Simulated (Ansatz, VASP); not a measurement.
**TaC6N: VASP beside Ansatz**

```
CELL_PARAMETERS angstrom
4.17082 0.00000 0.00000
0.00000 4.17082 0.00000
0.00000 0.00000 4.57057
ATOMIC_POSITIONS crystal
Ta 0.00000 0.00000 0.50000
C 0.50000 0.00000 0.50000
C 0.00000 0.50000 0.50000
C 0.17823 0.82177 0.00000
C 0.82177 0.17823 0.00000
C 0.17823 0.17823 0.00000
C 0.82177 0.82177 0.00000
N 0.50000 0.50000 0.50000
```

Change from the starting cell: species swapped into the CaMg6Zr type (P4/mmm, No. 123).

Alike in both runs: functional PBE; k mesh 3 × 3 × 4; occupations gaussian, width 0.2 eV; no spin polarisation.

Ansatz relaxed the structure, and its values are those at the end. VASP's run is a single point on that final structure, the one shown.

```csv
,VASP,Ansatz
version,VASP 6.6.1,Ansatz 0.2.0
potentials or method,"VASP PAW PBE potentials, release 64 (Ta_sv_GW, C, N), cutoff 700 eV","scalar-relativistic, plane waves, PAW"
valence electrons in the cell,42,42
```

|  | VASP | Ansatz | Ansatz less VASP |
| --- | --- | --- | --- |
| gap on the k mesh at the Fermi level (eV) | none | none | - |
| pressure (GPa) | 0.1 | 0.1 | -0.02 |
| rms of the force components (eV/Å) | 0.039 | 0.008 | -0.0306 |

A gap of «none» marks a metal or a gap that the smearing closes.

The k mesh is coarse, so the values compare programs but aren't converged. Spin-orbit coupling is off throughout.
